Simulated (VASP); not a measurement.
# Yb (Im-3m) in VASP: single point with r2SCAN

Aim: the single point of Yb with r2SCAN.

All numbers are computed with VASP 6.6.1; they aren't measurements. Logs are shortened: lines on timing, memory, paths and dates and some standing lists are left out, and cuts for length are marked.

### Step 1. The cell of the first run

The structure is cubic, space group Im-3m (No. 229). Conventional cell: a = 4.077 Å, b = 4.077 Å, c = 4.077 Å, α = 90.00°, β = 90.00°, γ = 90.00°. Within 4.6 Å of Yb (site symmetry m-3m) lie 14 Yb at 3.53 to 4.08 Å.

### Step 2. Single point, r2SCAN

POSCAR reads:

```
Yb
1.0
   -2.0386686829      2.0386686829      2.0386686829
    2.0386686829     -2.0386686829      2.0386686829
    2.0386686829      2.0386686829     -2.0386686829
Yb
1
Direct
    0.0000000000      0.0000000000      0.0000000000
```

INCAR.step1 reads:

```
  PREC = Accurate
  ENCUT = 520
  ISMEAR = -1
  SIGMA = 0.1
  LREAL = F
  LASPH = T
  NELM = 80
  NBANDS = 18
  GGA = PE
  ALGO = Normal
  EDIFF = 1E-4
  LWAVE = T
  LCHARG = F
```

INCAR.step2 reads:

```
  PREC = Accurate
  ENCUT = 520
  EDIFF = 1E-6
  ISMEAR = -1
  SIGMA = 0.1
  LREAL = F
  LASPH = T
  NELM = 80
  ALGO = Normal
  ISIF = 2
  LWAVE = F
  LCHARG = F
  METAGGA = R2SCAN
  LMIXTAU = T
  NBANDS = 18
  ISTART = 1
```

KPOINTS reads:

```
Automatic mesh
0
Gamma
  6 6 6
```

Potentials or basis: VASP PAW PBE potentials, release 64 (Yb).

Command:

```bash
$ cat potpaw_PBE.64/Yb/POTCAR > POTCAR
$ cp INCAR.step1 INCAR
$ mpirun -np 1 vasp_std > vasp.out
$ cp INCAR.step2 INCAR
$ mpirun -np 1 vasp_std > vasp.out
```

OUTCAR:

```text
PREC = Accurate
   ENCUT = 520
   EDIFF = 1E-6
   ISMEAR = -1
   LREAL = F
   LASPH = T
   NELM = 80
   ISIF = 2
   METAGGA = R2SCAN
   ISTART = 1

 ion  position               nearest neighbor table
   1  0.000  0.000  0.000-

  LATTYP: Found a body centered cubic cell.
 ALAT       =     4.0773373658

  Lattice vectors:

 A1 = (  -2.0386686829,   2.0386686829,   2.0386686829)
 A2 = (   2.0386686829,  -2.0386686829,   2.0386686829)
 A3 = (   2.0386686829,   2.0386686829,  -2.0386686829)

Analysis of symmetry for initial positions (statically):
=====================================================================
 Subroutine PRICEL returns:
 Original cell was already a primitive cell.

 Routine SETGRP: Setting up the symmetry group for a
 body centered cubic supercell.

 Subroutine GETGRP returns: Found 48 space group operations
 (whereof 48 operations were pure point group operations)
 out of a pool of 48 trial point group operations.

The static configuration has the point symmetry O_h .

Analysis of symmetry for dynamics (positions and initial velocities):
=====================================================================
 Subroutine PRICEL returns:
 Original cell was already a primitive cell.

 Routine SETGRP: Setting up the symmetry group for a
 body centered cubic supercell.

 Subroutine GETGRP returns: Found 48 space group operations
 (whereof 48 operations were pure point group operations)
 out of a pool of 48 trial point group operations.

The dynamic configuration has the point symmetry O_h .

 Subroutine INISYM returns: Found 48 space group operations
 (whereof 48 operations are pure point group operations),
 and found     1 'primitive' translations

----------------------------------------------------------------------------------------

                                     Primitive cell

  volume of cell :      33.8922

  direct lattice vectors                    reciprocal lattice vectors
    -2.038668683  2.038668683  2.038668683     0.000000000  0.245258096  0.245258096
     2.038668683 -2.038668683  2.038668683     0.245258096  0.000000000  0.245258096
     2.038668683  2.038668683 -2.038668683     0.245258096  0.245258096  0.000000000

  length of vectors
     3.531077739  3.531077739  3.531077739     0.346847326  0.346847326  0.346847326

  position of ions in fractional coordinates (direct lattice)
     0.000000000  0.000000000  0.000000000

  ion indices of the primitive-cell ions
   primitive index   ion index
                 1           1

----------------------------------------------------------------------------------------

 KPOINTS: Automatic mesh

Automatic generation of k-mesh.
 Grid dimensions read from file:
 generate k-points for:    6    6    6

 Generating k-lattice:

  Cartesian coordinates                     Fractional coordinates (reciprocal lattice)
     0.000000000  0.040876349  0.040876349     0.166666667  0.000000000  0.000000000
     0.040876349  0.000000000  0.040876349     0.000000000  0.166666667  0.000000000
     0.040876349  0.040876349  0.000000000     0.000000000  0.000000000  0.166666667

  Length of vectors
     0.057807888  0.057807888  0.057807888

  Shift w.r.t. Gamma in fractional coordinates (k-lattice)
     0.000000000  0.000000000  0.000000000

 Subroutine IBZKPT returns following result:
 ===========================================

 Found     16 irreducible k-points:

 Following reciprocal coordinates:
            Coordinates               Weight
  0.000000  0.000000  0.000000      1.000000
  0.166667  0.000000  0.000000     12.000000
  0.333333  0.000000  0.000000     12.000000
  0.500000  0.000000  0.000000      6.000000
  0.166667  0.166667  0.000000     24.000000
  0.333333  0.166667  0.000000     48.000000
[... 8 lines left out ...]
  0.500000  0.500000  0.333333     12.000000
  0.500000  0.500000  0.500000      1.000000
   k-points           NKPTS =     16   k-points in BZ     NKDIM =     16   number of bands    NBANDS=     18
   number of dos      NEDOS =    301   number of ions     NIONS =      1
   total plane-waves  NPLWV =  21952
   dimension x,y,z NGX =    28 NGY =   28 NGZ =   28
   dimension x,y,z NGXF=    56 NGYF=   56 NGZF=   56
   ions per type =               1
   NGX,Y,Z   is equivalent  to a cutoff of  13.18, 13.18, 13.18 a.u.
   NGXF,Y,Z  is equivalent  to a cutoff of  26.37, 26.37, 26.37 a.u.
 SYSTEM =  unknown system
   PREC   = accura    normal or accurate (medium, high low for compatibility)
   ISTART =      1    job   : 0-new  1-cont  2-samecut
   ICHARG =      0    charge: 1-file 2-atom 10-const
   ISPIN  =      1    spin polarized calculation?
   LNONCOLLINEAR =      F non collinear calculations
   LSORBIT =      F    spin-orbit coupling
   LASPH  =      T    aspherical Exc in radial PAW
   ENCUT  =  520.0 eV  38.22 Ry    6.18 a.u.   6.57  6.57  6.57*2*pi/ulx,y,z
   NELM   =     80;   NELMIN=  2; NELMDL=  0     # of ELM steps
   EDIFF  = 0.1E-05   stopping-criterion for ELM
   LREAL  =      F    real-space projection
   EDIFFG = 0.1E-04   stopping-criterion for IOM
   NSW    =      0    number of steps for IOM
   IBRION =     -1    ionic relax: 0-MD 1-quasi-New 2-CG
   NFREE  =      0    steps in history (QN), initial steepest desc. (CG)
   ISIF   =      2    stress and relaxation
   ISYM   =      2    0-nonsym 1-usesym 2-fastsym
   POTIM  = 0.5000    time-step for ionic-motion
   TEBEG  =    0.0;   TEEND  =   0.0 temperature during run
   PSTRESS=    0.0 pullay stress
   NELECT =      24.0000    total number of electrons
   NUPDOWN=      -1.0000    fix difference up-down
   EMIN   =  10.00;   EMAX   =-10.00  energy-range for DOS
   EFERMI =   0.00;   METHOD = LEGACY
   ISMEAR =    -1;   SIGMA  =   0.10  broadening in eV -4-tet -1-fermi 0-gaus
   EFERMI_NEDOS =   21; number of points for ismear=-14 and -15
   IALGO  =     38    algorithm
   IMIX   =      4    mixing-type and parameters
     AMIX     =   0.40;   BMIX     =  1.00
     AMIX_MAG =   1.60;   BMIX_MAG =  1.00
  volume/ion in A,a.u.               =      33.89       228.72
  Fermi-wavevector in a.u.,A,eV,Ry     =   1.459190  2.757470 28.970018  2.129236
  Thomas-Fermi vector in A             =   2.575786
   LORBIT       =      0    0 simple, 1 ext, 2 COOP (PROOUT), +10 PAW based schemes
   METAGGA = R2SCAN    functional components
   LHFCALC =     F    Hartree Fock is set to
   AEXX    =    0.0000 exact exchange contribution
   IVDW    =     0    specifies the selected vdW correction
   LEPSILON=     F    determine dielectric tensor
   LRPA    =     F    only Hartree local field effects (RPA)
 non-spin polarized calculation
  energy-cutoff  :      520.00
  volume of cell :       33.89
 maximum number of plane-waves:       935
 NGX is ok and might be reduce to    28
   NGX = 13   NGY = 13   NGZ = 13

 number of electron      24.0000008 magnetization

 Free energy of the ion-electron system (eV)
  ---------------------------------------------------
  ext. energy  EPLUGINS =         0.00000000
  ---------------------------------------------------
  free energy    TOTEN  =       -35.58801544 eV

  energy without entropy =      -35.51269816  energy(sigma->0) =      -35.55035680

 E-fermi :   1.7625     XC(G=0): -10.4102

 val. band max:        1.5180288581   @ k =   0.5000   0.5000   0.3333
 cond. band min:       1.9620294821   @ k =   0.3333   0.3333   0.0000
 fundamental gap:      0.4440006241
 Fermi energy:         1.7624776393

 k-point     1 :       0.0000    0.0000    0.0000
  band No.  band energies     occupation
      1     -51.6549      2.00000
      2     -23.1637      2.00000
      3     -23.1637      2.00000
      4     -23.1636      2.00000
      5      -3.7576      2.00000
      6       1.1805      1.99408
[... 10 lines left out ...]
     17       6.9808      0.00000
     18      13.2933      0.00000

 k-point     2 :       0.1667    0.0000    0.0000
  band No.  band energies     occupation
      1     -51.6487      2.00000
      2     -23.2709      2.00000
      3     -23.1970      2.00000
      4     -23.1642      2.00000
      5      -3.0311      2.00000
      6       1.1834      1.99391
[... 10 lines left out ...]
     17       6.9963      0.00000
     18      13.7944      0.00000

 k-point     3 :       0.3333    0.0000    0.0000
  band No.  band energies     occupation
      1     -51.6362      2.00000
      2     -23.4772      2.00000
      3     -23.2630      2.00000
      4     -23.1654      2.00000
      5      -1.2448      2.00000
      6       1.1783      1.99421
[... 10 lines left out ...]
     17       7.8154      0.00000
     18      12.1078      0.00000

 k-point     4 :       0.5000    0.0000    0.0000
  band No.  band energies     occupation
      1     -51.6300      2.00000
      2     -23.5766      2.00000
      3     -23.2956      2.00000
      4     -23.1660      2.00000
      5      -0.0082      2.00000
      6       1.1612      1.99512
[... 10 lines left out ...]
     17       9.7871      0.00000
     18      10.6902      0.00000

 k-point     5 :       0.1667    0.1667    0.0000
  band No.  band energies     occupation
      1     -51.6393      2.00000
      2     -23.4106      2.00000
      3     -23.2404      2.00000
      4     -23.1882      2.00000
      5      -1.7371      2.00000
      6       1.1783      1.99421
[... 10 lines left out ...]
     17       7.5610      0.00000
     18      12.6040      0.00000

 k-point     6 :       0.3333    0.1667    0.0000
  band No.  band energies     occupation
      1     -51.6300      2.00000
      2     -23.5244      2.00000
      3     -23.3197      2.00000
      4     -23.1972      2.00000
      5       0.1048      2.00000
      6       1.1719      1.99457
[... 10 lines left out ...]
     17       9.2641      0.00000
     18      10.3957      0.00000

 k-point     7 :       0.3333    0.3333    0.0000
  band No.  band energies     occupation
      1     -51.6268      2.00000
      2     -23.4475      2.00000
      3     -23.4474      2.00000
      4     -23.2153      2.00000
      5       1.0911      1.99758
      6       1.1757      1.99436
[... 10 lines left out ...]
     17       8.1846      0.00000
     18      11.3920      0.00000

 k-point     8 :       0.1667    0.1667    0.1667
  band No.  band energies     occupation
      1     -51.6323      2.00000
      2     -23.4892      2.00000
      3     -23.2574      2.00000
      4     -23.2574      2.00000
      5      -0.0971      2.00000
      6       1.2002      1.99280
[... 10 lines left out ...]
     17       8.8433      0.00000
     18      10.4293      0.00000

 k-point     9 :       0.3333    0.1667    0.1667
  band No.  band energies     occupation
      1     -51.6288      2.00000
      2     -23.4714      2.00000
      3     -23.3499      2.00000
      4     -23.2660      2.00000
      5       1.0743      1.99795
      6       1.1931      1.99329
[... 10 lines left out ...]
     17       8.0112      0.00000
     18      10.8917      0.00000

 k-point    10 :      -0.1667    0.1667    0.1667
  band No.  band energies     occupation
      1     -51.6429      2.00000
      2     -23.2937      2.00000
      3     -23.2319      2.00000
      4     -23.2318      2.00000
      5      -2.3472      2.00000
      6       1.1634      1.99501
[... 10 lines left out ...]
     17       7.8035      0.00000
     18      13.2781      0.00000

 k-point    11 :      -0.3333    0.3333    0.1667
  band No.  band energies     occupation
      1     -51.6311      2.00000
      2     -23.4575      2.00000
      3     -23.3007      2.00000
      4     -23.2424      2.00000
      5      -0.6607      2.00000
      6       1.1516      1.99556
[... 10 lines left out ...]
     17       7.6028      0.00000
     18      11.7177      0.00000

 k-point    12 :       0.5000    0.5000    0.1667
  band No.  band energies     occupation
      1     -51.6252      2.00000
      2     -23.5452      2.00000
      3     -23.3347      2.00000
      4     -23.2389      2.00000
      5       0.5930      1.99998
      6       1.1544      1.99544
[... 10 lines left out ...]
     17       9.6107      0.00000
     18      10.5550      0.00000

 k-point    13 :      -0.3333    0.5000    0.1667
  band No.  band energies     occupation
      1     -51.6229      2.00000
      2     -23.4931      2.00000
      3     -23.3992      2.00000
      4     -23.2667      2.00000
      5       0.8450      1.99979
      6       1.1399      1.99605
[... 10 lines left out ...]
     17       9.5507      0.00000
     18      10.2627      0.00000

 k-point    14 :      -0.3333    0.3333    0.3333
  band No.  band energies     occupation
      1     -51.6209      2.00000
      2     -23.4348      2.00000
      3     -23.3750      2.00000
      4     -23.3749      2.00000
      5       0.5150      1.99999
      6       1.1148      1.99693
[... 10 lines left out ...]
     17       7.7877      0.00000
     18      13.0109      0.00000

 k-point    15 :       0.5000    0.5000    0.3333
  band No.  band energies     occupation
      1     -51.6158      2.00000
      2     -23.4817      2.00000
      3     -23.4116      2.00000
      4     -23.3806      2.00000
      5       1.0622      1.99818
      6       1.1032      1.99726
[... 10 lines left out ...]
     17       9.2806      0.00000
     18      10.0643      0.00000

 k-point    16 :       0.5000    0.5000    0.5000
  band No.  band energies     occupation
      1     -51.6111      2.00000
      2     -23.4496      2.00000
      3     -23.4496      2.00000
      4     -23.4495      2.00000
      5       0.9804      1.99920
      6       0.9804      1.99920
[... 10 lines left out ...]
     17       9.1252      0.00000
     18       9.1252      0.00000

------------------------ aborting loop because EDIFF is reached ----------------------------------------

  FORCE on cell =-STRESS in cart. coord.  units (eV):
  Direction    XX          YY          ZZ          XY          YZ          ZX
  --------------------------------------------------------------------------------------
  -------------------------------------------------------------------------------------
  Total        0.1093935      0.1093935      0.1093935      0.0000000      0.0000000      0.0000000
  in kB        5.1713294      5.1713294      5.1713294      0.0000000      0.0000000      0.0000000
  external PRESSURE =       5.1713294 kB  Pullay stress =       0.0000000 kB

 VOLUME and BASIS-vectors are now :
 -----------------------------------------------------------------------------
  energy-cutoff  :      520.00
  volume of cell :       33.89
      direct lattice vectors                 reciprocal lattice vectors
    -2.038668683  2.038668683  2.038668683     0.000000000  0.245258096  0.245258096
     2.038668683 -2.038668683  2.038668683     0.245258096  0.000000000  0.245258096
     2.038668683  2.038668683 -2.038668683     0.245258096  0.245258096  0.000000000

 POSITION                                       TOTAL-FORCE (eV/Angst)
 -----------------------------------------------------------------------------------
      0.00000      0.00000      0.00000         0.000000     -0.000000      0.000000
 -----------------------------------------------------------------------------------
    total drift:                               -0.000000     -0.000000     -0.000000

  FREE ENERGIE OF THE ION-ELECTRON SYSTEM (eV)
  ---------------------------------------------------
  free  energy   TOTEN  =       -35.5880154418 eV

  energy  without entropy=      -35.5126981633  energy(sigma->0) =      -35.55035680
```

Run time: 45 s. Hardware: 1 thread of Intel Xeon 6975P-C, shared host; peak memory 0.17 GiB.

Results:

| Quantity | Value |
| --- | --- |
| Free energy | -35.5880 eV |
| Pressure | 0.5 GPa |
| Band gap on the k mesh | zero (band 12 reaches 1.96 eV, above the bottom of band 13 at 1.33 eV) |

Caveat: the k points lie up to 0.36 Å⁻¹ apart; the PAW data sets were made with another functional, which shifts forces and pressure a little; spin-orbit coupling is left out, which moves the levels of the heavy elements. Spin polarisation is off, so any magnetic state and its effect on volume and gap are missing.
